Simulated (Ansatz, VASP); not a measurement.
**CdS: VASP beside Ansatz**

```xyz
2
Lattice="0.0000 2.9123 2.9268 2.9123 0.0000 2.9268 2.9123 2.9123 0.0000" Properties=species:S:1:pos:R:3 pbc="T T T"
Cd    0.0000    0.0000    0.0000
S     4.3684    4.3684    4.3903
```

Change from the starting cell: z stretched by +0.5 %, x and y held.

Alike in both runs: task single point; functional PBEsol; k mesh 6 × 6 × 6; non-collinear spin, spin-orbit coupling.

|  | VASP | Ansatz |
| --- | --- | --- |
| version | VASP 6.6.1 | Ansatz 0.2.0 |
| potentials or method | VASP PAW PBE potentials, release 64 (Cd, S), cutoff 520 eV | all-electron LAPW |
| occupations | gaussian, width 0.01 eV | fixed |

Ansatz gave:

* pressure (GPa): -0.3
* traceless stress, the component that is largest in VASP (GPa): -0.07
* net moment per atom (μB): 0.00

Problem. What did VASP give for the same quantities?

Solution. Pressure (GPa): 0.0; traceless stress, the component that is largest in VASP (GPa): -0.07; net moment per atom (μB): 0.00.

VASP's potentials were made for PBE, not for PBEsol. Ansatz ran all-electron here, and VASP with PAW potentials.
